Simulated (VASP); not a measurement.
A run of VASP 6.6.1 is set up as follows.

The input POSCAR:

```
MgO
1.0
    0.0000000000      2.1021674167      2.1652324392
    2.1021674167      0.0000000000      2.1652324392
    2.1021674167      2.1021674167      0.0000000000
Mg O
1 1
Direct
    0.0000000000      0.0000000000      0.0000000000
    0.5000000000      0.5000000000      0.5000000000
```

Contents of INCAR.step1:

```
ALGO     = Normal         # electronic algorithm
EDIFF    = 1E-5           # SCF threshold, eV
ENCUT    = 520            # plane-wave cutoff, eV
GGA      = PE             # functional
ISIF     = 2              # what is computed and relaxed
ISMEAR   = 0              # smearing method
LASPH    = True           # aspherical terms in the spheres
LREAL    = False          # projectors in reciprocal space
LWAVE    = True           # write WAVECAR
NBANDS   = 11             # bands
NELM     = 80             # most SCF steps
PREC     = Accurate       # precision mode
SIGMA    = 0.01           # smearing width, eV
```

INCAR.step2

```
ALGO     = Normal         # electronic algorithm
EDIFF    = 1E-6           # SCF threshold, eV
ENCUT    = 520            # plane-wave cutoff, eV
GGA      = PE             # functional
HFSCREEN = 0.2079         # screening, 1/A
ISIF     = 2              # what is computed and relaxed
ISMEAR   = 0              # smearing method
ISTART   = 1            
LASPH    = True           # aspherical terms in the spheres
LCHARG   = True           # write CHGCAR
LELF     = True           # ELF
LHFCALC  = True           # exact exchange
LREAL    = False          # projectors in reciprocal space
LVHAR    = True         
LWAVE    = False          # write WAVECAR
NBANDS   = 11             # bands
NELM     = 80             # most SCF steps
PREC     = Accurate       # precision mode
PRECFOCK = Normal       
SIGMA    = 0.01           # smearing width, eV
```

Contents of KPOINTS:

```
k-points
0
Gamma
  8 8 8
```

Potentials or basis: VASP PAW PBE potentials, release 64 (Mg, O).

Command:

```sh
$ cat potpaw_PBE.64/Mg/POTCAR potpaw_PBE.64/O/POTCAR > POTCAR
$ cp INCAR.step1 INCAR
$ mpirun -np 1 vasp_std > vasp.out
$ cp INCAR.step2 INCAR
$ mpirun -np 1 vasp_std > vasp.out
```

Q: What does it give for the pressure?

A: -5.0 GPa.

Q: Estimate the band gap on the k mesh.

A: 6.12 eV.

Stress tensor (GPa, compression positive):
```
-3.41  0.00  0.00
 0.00 -3.41  0.00
 0.00  0.00 -8.28
```

Caveat: the cell differs from its parent crystal (uniaxial z strain +3.0%); the cell stands under tension; the PAW data sets were made with another functional, which shifts forces and pressure a little.
